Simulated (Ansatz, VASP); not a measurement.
# Au in VASP and in Ansatz

INCAR

```
PREC     = Accurate       # precision mode
ENCUT    = 600            # plane-wave cutoff, eV
EDIFF    = 1E-7           # SCF threshold, eV
ISMEAR   = -1             # smearing method
SIGMA    = 0.1            # smearing width, eV
LREAL    = False          # projectors in reciprocal space
LASPH    = True           # aspherical terms in the spheres
NELM     = 60             # most SCF steps
ALGO     = Normal         # electronic algorithm
ISIF     = 3              # what is computed and relaxed
LWAVE    = False          # write WAVECAR
LCHARG   = False          # write CHGCAR
GGA      = RE             # functional
IBRION   = 2              # ionic algorithm
NSW      = 80             # ionic steps
EDIFFG   = -0.01          # ionic threshold
```

File KPOINTS:

```
Automatic mesh
0
Gamma
  14 14 14
```

Contents of POSCAR:

```
Au
1.0
   -1.6184506165      1.6184506165      1.6184506165
    1.6184506165     -1.6184506165      1.6184506165
    1.6184506165      1.6184506165     -1.6184506165
Au
1
Direct
    0.0000000000      0.0000000000      0.0000000000
```

Input for Ansatz:

```yaml
crystal:
  lattice:
    - [-1.6184506165, 1.6184506165, 1.6184506165]
    - [1.6184506165, -1.6184506165, 1.6184506165]
    - [1.6184506165, 1.6184506165, -1.6184506165]
  atoms:
    - { symbol: Au, position: [0.0, 0.0, 0.0] }
hamiltonian:
  xc: revpbe
  pseudopotentials:
    kind: paw
    azcp:
      Au: "pseudopotentials/Au.paw.azcp"
basis:
  ecutwfc: 420
  fft_grid_basis: typed
kpoints:
  mp_grid: { grid: [14, 14, 14], shift: [0, 0, 0] }
magnetization:
  spin_polarized: false
scf:
  occupations: { method: fermi_dirac, width: 0.1 }
relax:
  max_steps: 60
  f_tol: 0.01
  cell: {}
```

Alike in both runs: task relaxation of cell and atoms; functional revPBE; k mesh 14 × 14 × 14; occupations fermi-dirac, width 0.1 eV; no spin polarisation.

|  | VASP | Ansatz |
| --- | --- | --- |
| version | VASP 6.6.1 | Ansatz 0.2.0 |
| potentials or method | VASP PAW PBE potentials, release 64 (Au), cutoff 600 eV | plane waves (420 eV) with PAW, scalar-relativistic |
| valence electrons in the cell | 11 | 19 |

|  | VASP | Ansatz | Ansatz less VASP |
| --- | --- | --- | --- |
| relaxed volume (Å³/atom) | 18.37 | 18.40 | +0.023 |
| relaxed cell length with the largest relative difference (Å) | 2.879 | 2.880 | +0.0012 |

VASP's potentials were made for PBE, not for revPBE. VASP's potentials hold 11 valence electrons a cell and Ansatz's 19, so a difference there can come from the potentials and not from the codes.

Spin-orbit coupling is off throughout.
